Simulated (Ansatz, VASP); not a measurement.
One calculation of Ta4C3, two programs

The input INCAR:

```
ALGO     = Normal         # electronic algorithm
EDIFF    = 1E-6           # SCF threshold, eV
ENCUT    = 520            # plane-wave cutoff, eV
GGA      = PS             # functional
ISIF     = 2              # what is computed and relaxed
ISMEAR   = 0              # smearing method
LASPH    = T              # aspherical terms in the spheres
LCHARG   = F              # write CHGCAR
LREAL    = F              # projectors in reciprocal space
LWAVE    = F              # write WAVECAR
NBANDS   = 37             # bands
NELM     = 60             # most SCF steps
PREC     = Accurate       # precision mode
SIGMA    = 0.1            # smearing width, eV
```

KPOINTS

```
k-points
0
Gamma
  8 8 8
```

POSCAR

```
Ta4C3
1.0
    4.4452810000      0.0000000000      0.0000000000
    0.0000000000      4.4452810000      0.0000000000
    0.0000000000      0.0000000000      4.4452810000
Ta C
4 3
Direct
    0.0000000000      0.5000000000      0.5000000000
    0.5000000000      0.0000000000      0.5000000000
    0.5000000000      0.5000000000      0.0000000000
    0.0000000000      0.0000000000      0.0000000000
    0.5000000000      0.0000000000      0.0000000000
    0.0000000000      0.5000000000      0.0000000000
    0.0000000000      0.0000000000      0.5000000000
```

Input for Ansatz:

```yaml
crystal:
  lattice:
    - [4.445281, 0.0, 0.0]
    - [0.0, 4.445281, 0.0]
    - [0.0, 0.0, 4.445281]
  atoms:
    - { symbol: Ta, position: [0.0, 0.5, 0.5] }
    - { symbol: Ta, position: [0.5, 0.0, 0.5] }
    - { symbol: Ta, position: [0.5, 0.5, 0.0] }
    - { symbol: Ta, position: [0.0, 0.0, 0.0] }
    - { symbol: C, position: [0.5, 0.0, 0.0] }
    - { symbol: C, position: [0.0, 0.5, 0.0] }
    - { symbol: C, position: [0.0, 0.0, 0.5] }
basis:
  ecutwfc: 420
kpoints:
  mp_grid: { grid: [8, 8, 8] }
hamiltonian:
  xc: pbesol
scf:
  occupations: { method: gaussian, width: 0.1 }
output:
  forces: true
  stress: true
  eigenvalues: true
  populations: true
```

Alike in both runs: task single point; functional PBEsol; k mesh 8 × 8 × 8; occupations gaussian, width 0.1 eV; no spin polarisation.

```csv
,VASP,Ansatz
version,VASP 6.6.1,Ansatz 0.2.0
potentials or method,"VASP PAW PBE potentials, release 64 (Ta_pv, C), cutoff 520 eV","scalar-relativistic, plane waves, PAW"
valence electrons in the cell,56,64
```

Ansatz gave:

| Quantity | Value |
| --- | --- |
| gap on the k mesh at the Fermi level (eV) | none |
| pressure (GPa) | -8.5 |

Which values does VASP return?

gap on the k mesh at the Fermi level (eV): none; pressure (GPa): -7.9.

VASP's potentials were made for PBE, not for PBEsol. A gap of «none» marks a metal or a gap that the smearing closes. With one functional, cell and mesh, what is left measures potentials, basis and numerics. VASP's potentials hold 56 valence electrons a cell and Ansatz's 64, so a difference there can come from the potentials and not from the codes.

Spin-orbit coupling is off throughout.
